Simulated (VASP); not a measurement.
Runs of VASP 6.6.1 on Pd. The structure is that of space group Pm-3m (No. 221), or close to it. The cells are those of the table. This isn't the form of Pd at room conditions, which is fcc.

```csv
task,cell,k mesh,cutoff (eV),gap on the mesh (eV),pressure (GPa),moment (μB)
single point,"a = 3.737 Å, angles 60.0°, 2 atoms",11 × 11 × 11,520,none,(a),0.00
single point,"a = 3.581 Å, angles 60.0°, 2 atoms",12 × 12 × 12,520,none,18.7,0.00
single point,"a = 3.634 Å, angles 60.0°, 2 atoms",12 × 12 × 12,520,none,10.8,0.00
relaxation of cell and atoms,"relaxed from a = 3.555 Å, angles 60.0°, 2 atoms",11 × 11 × 11,600,none,-0.1,0.00
```

Alike in all rows: level RPBE; potentials or basis VASP PAW PBE potentials, release 64 (Pd); spin collinear; smearing fermi-dirac 0.05 eV.

Task: Estimate the missing entries.

Result: (a) -0.2.

Caveats: the PAW data sets were made with another functional, which shifts forces and pressure a little; the cell stands under pressure (at least some runs).

A k mesh can miss the band edges, and the runs leave out spin-orbit coupling on Pd.

A gap of «none» marks levels without a gap at the run's occupations.
